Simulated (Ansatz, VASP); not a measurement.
**One calculation of PbS, two programs**

```
CELL_PARAMETERS angstrom
0.00000 2.96500 2.96500
2.96500 0.00000 2.96500
2.96500 2.96500 0.00000
ATOMIC_POSITIONS crystal
Pb 0.50000 0.50000 0.50000
S 0.00000 0.00000 0.00000
```

Alike in both runs: task single point; functional BLYP; k mesh 8 × 8 × 8; occupations gaussian, width 0.05 eV; no spin polarisation.

|  | VASP | Ansatz |
| --- | --- | --- |
| version | VASP 6.6.1 | Ansatz 0.2.0 |
| potentials or method | VASP PAW PBE potentials, release 64 (Pb_d, S), cutoff 520 eV | scalar-relativistic, plane waves, PAW |
| valence electrons in the cell | 20 | 20 |

Ansatz gave:

| Property | Result |
| --- | --- |
| gap on the k mesh at the Fermi level (eV) | 0.49 |
| least direct gap on the mesh (eV) | 0.49 |
| pressure (GPa) | 5.9 |

**Question.** Estimate VASP's values.

**Answer.** gap on the k mesh at the Fermi level (eV): 0.48; least direct gap on the mesh (eV): 0.48; pressure (GPa): 6.0.

VASP's potentials were made for PBE, not for BLYP.

Spin-orbit coupling is off throughout.
